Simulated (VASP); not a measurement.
Set up this calculation in VASP 6.6.1, as the native input.

```
Task                   : single point
Functional             : r2SCAN
Potentials or basis    : VASP PAW PBE potentials, release 64 (Al, Y_sv, N)
Cutoff                 : 520 eV
k mesh                 : 12 × 12 × 2
Occupations            : gaussian, width 0.01 eV
Spin                   : no spin polarisation
Dipole correction      : no
Further INCAR settings : ALGO = Normal; EDIFF = 1e-06; NBANDS = 38
```

Y3AlN4:

```
Al Y N
1.0
     3.69961    0.00000    0.00000
    -1.84980    3.20395    0.00000
     0.00000    0.00000   10.94360
Al Y N
1 3 4
Cartesian
  0.0000 2.1360 0.0578
  0.0000 2.1360 5.3580
  1.8498 1.0680 2.4155
  1.8498 1.0680 8.3081
  0.0000 2.1360 1.8934
  0.0000 2.1360 7.6580
  1.8498 1.0680 4.7287
  1.8498 1.0680 10.6189
```

The input as run:

POSCAR

```
Y3AlN4
1.0
    3.6996056125      0.0000000000      0.0000000000
   -1.8498028063      3.2039524444      0.0000000000
    0.0000000000      0.0000000000     10.9435991987
Al Y N
1 3 4
Direct
    0.3333333333      0.6666666667      0.0052843323
    0.3333333333      0.6666666667      0.4896045560
    0.6666666667      0.3333333333      0.2207251578
    0.6666666667      0.3333333333      0.7591725420
    0.3333333333      0.6666666667      0.1730110390
    0.3333333333      0.6666666667      0.6997731251
    0.6666666667      0.3333333333      0.4320963540
    0.6666666667      0.3333333333      0.9703328939
```

INCAR.step1

```
PREC = Accurate ; ENCUT = 520
ISMEAR = 0 ; SIGMA = 0.01
LREAL = False ; LASPH = True
NELM = 80 ; NBANDS = 38
GGA = PE ; ALGO = Normal
EDIFF = 1E-4 ; LWAVE = True
LCHARG = False
```

INCAR.step2

```
PREC = Accurate ; ENCUT = 520
EDIFF = 1E-6 ; ISMEAR = 0
SIGMA = 0.01 ; LREAL = False
LASPH = True ; NELM = 80
ALGO = Normal ; ISIF = 2
LWAVE = False ; LCHARG = False
METAGGA = R2SCAN ; LMIXTAU = True
NBANDS = 38 ; ISTART = 1
```

KPOINTS

```
Automatic mesh
0
Gamma
  12 12 2
```

Potentials or basis: VASP PAW PBE potentials, release 64 (Al, Y_sv, N).

The run is started by

```sh
$ cat potpaw_PBE.64/Al/POTCAR potpaw_PBE.64/Y_sv/POTCAR potpaw_PBE.64/N/POTCAR > POTCAR
$ cp INCAR.step1 INCAR
$ mpirun -np 1 vasp_std > vasp.out
$ cp INCAR.step2 INCAR
$ mpirun -np 1 vasp_std > vasp.out
```

It gave:

```yaml
Pressure: 0.0 GPa
Largest_force: 0.025 eV/Å
Band_gap_on_the_k_mesh: 2.02 eV (least direct gap 2.60 eV)
```

Caveat: the PAW data sets were made with another functional, which shifts forces and pressure a little.

It took 16 min on 1 thread of Intel(R) Xeon(R) Platinum 8259CL CPU @ 2.50GHz (Skylake/Cascade Lake), with other jobs on the host, peak memory 0.37 GiB.
